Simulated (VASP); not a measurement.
## Hf3HN3: relaxation of the atoms with PBEsol

The system is Hf3HN3, a slab with vacuum.

```xyz
7
Lattice="3.1831 0.0000 0.0000 -1.5915 2.7566 0.0000 0.0000 0.0000 25.4974" Properties=species:S:1:pos:R:3 pbc="T T T"
N     0.0000    1.8378    8.5000
N     0.0000    0.0000   11.0990
N     1.5915    0.9189   13.6978
Hf    1.5915    0.9189    9.7995
Hf    0.0000    1.8378   12.4433
Hf    0.0000    0.0000   14.9786
H     0.0000    0.0000   17.0386
```

* Program: VASP 6.6.1
* Task: relaxation of the atoms
* Functional: PBEsol
* Potentials or basis: VASP PAW PBE potentials, release 64 (N, Hf_pv, H)
* Cutoff: 520 eV
* k mesh: 9 × 9 × 1
* Occupations: gaussian, width 0.1 eV
* Spin: no spin polarisation
* Dipole correction: yes
* Atoms held fixed (from 0): [0, 1, 3]
* Further INCAR settings: ALGO = Normal; EDIFF = 1e-06; IBRION = 2; EDIFFG = -0.03; NSW = 90

The energy gained by relaxing is 22.5 meV/atom. The ionic steps are 12 and the band gap on the k mesh is 0.05 eV (least direct gap 0.17 eV).

Step by step:
| step | energy change (eV) | largest force on free atoms (eV/Å) | pressure (GPa) |
| --- | --- | --- | --- |
| 1 | 0.0000 | 1.5685 | -2.48 |
| 2 | -0.1285 | 0.5503 | -2.70 |
| 3 | -0.1324 | 0.4192 | -2.71 |
| 4 | -0.1443 | 0.2287 | -2.57 |
| 5 | -0.1458 | 0.2279 | -2.50 |
| 6 | -0.1510 | 0.1321 | -2.39 |
| 7 | -0.1521 | 0.1383 | -2.34 |
| 8 | -0.1539 | 0.1293 | -2.25 |
| 9 | -0.1550 | 0.1653 | -2.17 |
| 10 | -0.1562 | 0.1221 | -2.11 |
| 11 | -0.1576 | 0.0562 | -1.95 |
| 12 | -0.1577 | 0.0256 | -1.93 |

Final structure:
```
CELL_PARAMETERS angstrom
3.18308 0.00000 0.00000
-1.59154 2.75663 0.00000
0.00000 0.00000 25.49743
ATOMIC_POSITIONS crystal
N 0.33333 0.66667 0.33337
N 0.00000 0.00000 0.43530
N 0.66667 0.33333 0.53619
Hf 0.66667 0.33333 0.38433
Hf 0.33333 0.66667 0.48777
Hf 0.00000 0.00000 0.58848
H 0.00000 0.00000 0.66145
```

Levels at points of the mesh, in eV from the valence-band top:
| k point | band 21 | band 22 | band 23 | band 24 | band 25 | band 26 |
| --- | --- | --- | --- | --- | --- | --- |
| (0.00, 0.00, 0.00) | -0.18 | -0.05 | -0.05 | 0.81 | 0.81 | 1.35 |

It took 31 min on 1 thread of Intel Xeon 8259CL, with other jobs on the host, peak memory 0.38 GiB.

Caveat: the PAW data sets were made with another functional, which shifts forces and pressure a little; spin-orbit coupling is left out, which moves the levels of the heavy elements.
